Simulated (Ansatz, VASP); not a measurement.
## Two plane-wave programs on Hf2SiO6

```xyz
9
Lattice="2.9972 -4.8949 0.0000 2.9972 4.8949 0.0000 0.0000 0.0000 6.4192" Properties=species:S:1:pos:R:3 pbc="T T T"
Hf    1.4986   -2.4474    5.2688
Hf    1.4986    2.4474    1.1504
Si    2.9972    0.0000    3.2096
O     2.9972    2.9277    0.0000
O     2.0523   -0.9442    4.1538
O     3.9421   -0.9442    2.2653
O     2.9972   -2.9277    0.0000
O     3.9421    0.9442    4.1538
O     2.0523    0.9442    2.2653
```

Alike in both runs: functional PBE; k mesh 6 × 6 × 4; occupations gaussian, width 0.02 eV; no spin polarisation.

Ansatz relaxed the structure, and its values are those at the end. VASP's run is a single point on that final structure, the one shown.

```csv
,VASP,Ansatz
version,VASP 6.6.1,Ansatz 0.2.0
potentials or method,"VASP PAW PBE potentials, release 64 (Hf_pv, Si, O), cutoff 520 eV","scalar-relativistic, plane waves, PAW"
valence electrons in the cell,60,92
```

|  | VASP | Ansatz | Ansatz less VASP |
| --- | --- | --- | --- |
| gap on the k mesh at the Fermi level (eV) | 4.61 | 4.61 | 0.000 |
| least direct gap on the mesh (eV) | 4.78 | 4.79 | +0.008 |
| pressure (GPa) | -0.6 | 0.0 | +0.62 |
| rms of the force components (eV/Å) | 0.073 | 0.001 | -0.0718 |

The functional is the same, so the differences come from potentials, cutoffs and numerics. VASP's potentials hold 60 valence electrons a cell and Ansatz's 92, so a difference there can come from the potentials and not from the codes.

Spin-orbit coupling is off throughout.
